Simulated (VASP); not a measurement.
Set up this calculation in VASP 6.6.1, as the native input.

```
Task                   : electric field gradients
Functional             : PBEsol
Potentials or basis    : VASP PAW PBE potentials, release 64 (Ag, Cl)
Cutoff                 : 520 eV
k mesh                 : 9 × 9 × 8
Occupations            : fermi-dirac, width 0.03 eV
Spin                   : no spin polarisation
Dipole correction      : no
Further INCAR settings : ALGO = Normal; EDIFF = 1e-08; NBANDS = 26
```

The structure of AgCl lies in POSCAR:

```
AgCl
1.0
    1.9270369941     -5.7232930929      0.0000000000
    1.9270369941      5.7232930929      0.0000000000
    0.0000000000      0.0000000000      3.9240373500
Ag Cl
2 2
Direct
    0.3965554000      0.6034446000      0.7500000000
    0.6034446000      0.3965554000      0.2500000000
    0.8654487300      0.1345512700      0.2500000000
    0.1345512700      0.8654487300      0.7500000000
```

This cell differs from its parent crystal: equal xx and yy strain of +3 %.

These files were run (other wordings do the same):

INCAR

```
  PREC = Accurate
  ENCUT = 520
  EDIFF = 1E-8
  ISMEAR = -1
  SIGMA = 0.03
  LREAL = F
  LASPH = T
  NELM = 80
  ALGO = Normal
  ISIF = 2
  LWAVE = F
  LCHARG = F
  GGA = PS
  LEFG = T
  NBANDS = 26
```

KPOINTS

```
regular mesh
0
Gamma
  9 9 8
```

Potentials or basis: VASP PAW PBE potentials, release 64 (Ag, Cl).

The run is started by

```sh
$ cat potpaw_PBE.64/Ag/POTCAR potpaw_PBE.64/Cl/POTCAR > POTCAR
$ mpirun -np 1 vasp_std > vasp.out
```

Results of the run:

| Quantity | Value |
| --- | --- |
| Pressure | -5.2 GPa |
| Largest force | 0.065 eV/Å |
| Band gap on the k mesh | 0.34 eV (least direct gap 1.77 eV) |
| Largest electric field gradient by atom | Ag +53.0; Cl -60.4 V/Å² |

Caveat: the cell differs from its parent crystal (equal xx and yy strain of +3 %); the cell stands under tension; semilocal functionals underestimate gaps, and a narrow one can read as zero; without QUAD_EFG the Cq values of the log hold for a quadrupole moment of 1 mb, not for the nuclei; the PAW data sets were made with another functional, which shifts forces and pressure a little.

Run time: 4.7 min on 1 thread of Intel(R) Xeon(R) Platinum 8259CL CPU @ 2.50GHz (Skylake/Cascade Lake) (shared host), peak memory 0.4 GiB.
